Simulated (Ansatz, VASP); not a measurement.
# Two plane-wave programs on Ge

Contents of INCAR:

```
SYSTEM = Ge
PREC = Accurate
ENCUT = 520
EDIFF = 1E-6
ISMEAR = 0
SIGMA = 0.15
LREAL = .FALSE.
LASPH = .TRUE.
NELM = 60
ALGO = Normal
ISIF = 2
LWAVE = .FALSE.
LCHARG = .FALSE.
GGA = PE
NBANDS = 21
```

KPOINTS

```
regular mesh
0
G
  14 14 14
  0 0 0
```

POSCAR

```
Ge
1.0
    0.0000000000      2.6873315000      2.9702085000
    2.6873315000      0.0000000000      2.9702085000
    2.6873315000      2.6873315000      0.0000000000
Ge
2
Direct
    0.5000000000      0.5000000000      0.5000000000
    0.7500000000      0.7500000000      0.7500000000
```

Input for Ansatz:

```yaml
crystal:
  lattice:
    - [0.0, 2.6873315, 2.9702085]
    - [2.6873315, 0.0, 2.9702085]
    - [2.6873315, 2.6873315, 0.0]
  atoms:
    - { symbol: Ge, position: [0.5, 0.5, 0.5] }
    - { symbol: Ge, position: [0.75, 0.75, 0.75] }
basis:
  ecutwfc: 420
kpoints:
  mp_grid: { grid: [14, 14, 14] }
hamiltonian:
  xc: pbe
scf:
  occupations: { method: gaussian, width: 0.15 }
output:
  forces: true
  stress: true
  eigenvalues: true
  write_density: true
  write_potential: true
  elf: true
  volumetric_format: npy
```

Change from the starting cell: strain -0.050 along x and y, +0.050 along z, atoms carried along.

Alike in both runs: task single point; functional PBE; k mesh 14 × 14 × 14; occupations gaussian, width 0.15 eV; no spin polarisation.

|  | VASP | Ansatz |
| --- | --- | --- |
| version | VASP 6.6.1 | Ansatz 0.2.0 |
| potentials or method | VASP PAW PBE potentials, release 64 (Ge_d), cutoff 520 eV | scalar-relativistic, plane waves, PAW |
| valence electrons in the cell | 28 | 28 |

```csv
,VASP,Ansatz,Ansatz less VASP
gap on the k mesh at the Fermi level (eV),none,none,-
pressure (GPa),8.1,8.2,+0.07
"traceless stress, the component that is largest in VASP (GPa)",-5.66,-5.64,+0.022
```

A gap of «none» marks a metal or a gap that the smearing closes.
